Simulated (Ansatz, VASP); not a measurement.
One calculation of Ti, two programs

INCAR

```
PREC = Accurate ; ENCUT = 520
EDIFF = 1E-7 ; ISMEAR = 0
SIGMA = 0.15 ; LREAL = F
LASPH = T ; NELM = 100
ALGO = Fast ; ISIF = 2
LWAVE = F ; LCHARG = F
GGA = PS ; NBANDS = 12
```

Contents of KPOINTS:

```
Automatic mesh
0
Gamma
  20 20 20
```

POSCAR

```
Ti
1.0
    0.0000000000      2.0300000000      2.1010500000
    2.0300000000      0.0000000000      2.1010500000
    2.0300000000      2.0300000000      0.0000000000
Ti
1
Direct
    0.0000000000      0.0000000000      0.0000000000
```

Input for Ansatz:

```yaml
crystal:
  lattice:
    - [0.0, 2.03, 2.10105]
    - [2.03, 0.0, 2.10105]
    - [2.03, 2.03, 0.0]
  atoms:
    - { symbol: Ti, position: [0.0, 0.0, 0.0] }
basis:
  ecutwfc: 420
kpoints:
  mp_grid: { grid: [20, 20, 20] }
hamiltonian:
  xc: pbesol
scf:
  occupations: { method: gaussian, width: 0.15 }
output:
  forces: true
  stress: true
  eigenvalues: true
```

Change from the starting cell: strain +0.0350 x Voigt [0, 0, 1, 0, 0, 0], atoms carried along.

Alike in both runs: task single point; functional PBEsol; k mesh 20 × 20 × 20; occupations gaussian, width 0.15 eV; no spin polarisation.

```csv
,VASP,Ansatz
version,VASP 6.6.1,Ansatz 0.2.0
potentials or method,"VASP PAW PBE potentials, release 64 (Ti_sv), cutoff 520 eV","scalar-relativistic, plane waves, PAW"
valence electrons in the cell,12,12
```

|  | VASP | Ansatz | Ansatz less VASP |
| --- | --- | --- | --- |
| gap on the k mesh at the Fermi level (eV) | none | none | - |
| pressure (GPa) | -4.2 | -4.0 | +0.24 |
| traceless stress, the component that is largest in VASP (GPa) | -0.79 | -0.79 | +0.006 |

VASP's potentials were made for PBE, not for PBEsol. A gap of «none» marks a metal or a gap that the smearing closes.
